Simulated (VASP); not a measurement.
Wanted: the native input for a VASP 6.6.1 run.

```
Task                   : single point
Functional             : PBE
Potentials or basis    : VASP PAW PBE potentials, release 64 (B, Ir)
Cutoff                 : 520 eV
k mesh                 : 6 × 6 × 6
Occupations            : gaussian, width 0.1 eV
Spin                   : collinear spin
Starting moments       : [0.0, 0.0, 0.0, 0.0, 0.0, 0.0, 1.0] μB
Dipole correction      : no
Further INCAR settings : ALGO = Normal; EDIFF = 1e-06; NBANDS = 26
```

The structure of B6Ir lies in POSCAR:

```
B6Ir
1.0
    4.6859510411      0.0000000000      0.0000000000
   -2.3429755205      4.0581526425      0.0000000000
    0.0000000000      0.0000000000      3.2459145368
B Ir
6 1
Direct
    0.2053358688      0.7946641312      0.5000000000
    0.2053358688      0.4106717377      0.5000000000
    0.5893282623      0.7946641312      0.5000000000
    0.7946641312      0.2053358688      0.5000000000
    0.7946641312      0.5893282623      0.5000000000
    0.4106717377      0.2053358688      0.5000000000
    0.0000000000      0.0000000000      0.0000000000
```

The cell was generated, and may not be a known phase.

The input as run:

INCAR

```
SYSTEM = B6Ir
ALGO = Normal ; EDIFF = 1E-6
ENCUT = 520 ; GGA = PE
ISIF = 2 ; ISMEAR = 0
ISPIN = 2 ; LASPH = .TRUE.
LCHARG = .FALSE. ; LMAXMIX = 4
LORBIT = 11 ; LREAL = .FALSE.
LWAVE = .FALSE. ; MAGMOM = 0 0 0 0 0 0 1
NBANDS = 26 ; NELM = 150
PREC = Accurate ; SIGMA = 0.1
```

KPOINTS

```
k-points
0
G
  6 6 6
  0 0 0
```

Potentials or basis: VASP PAW PBE potentials, release 64 (B, Ir).

The run is started by

```bash
$ cat potpaw_PBE.64/B/POTCAR potpaw_PBE.64/Ir/POTCAR > POTCAR
$ mpirun -np 1 vasp_std > vasp.out
```

It gave:

```json
{
  "Pressure": "0.6 GPa",
  "Largest force": "0.056 eV/Å",
  "Net moment": "0.00 μB per cell",
  "Valence electrons inside the program's atomic spheres": "B 1.98; Ir 8.52"
}
```

Run time: 51 s on 1 thread of AMD EPYC 9R45 (Zen 5), on a shared host, peak memory 0.2 GiB.
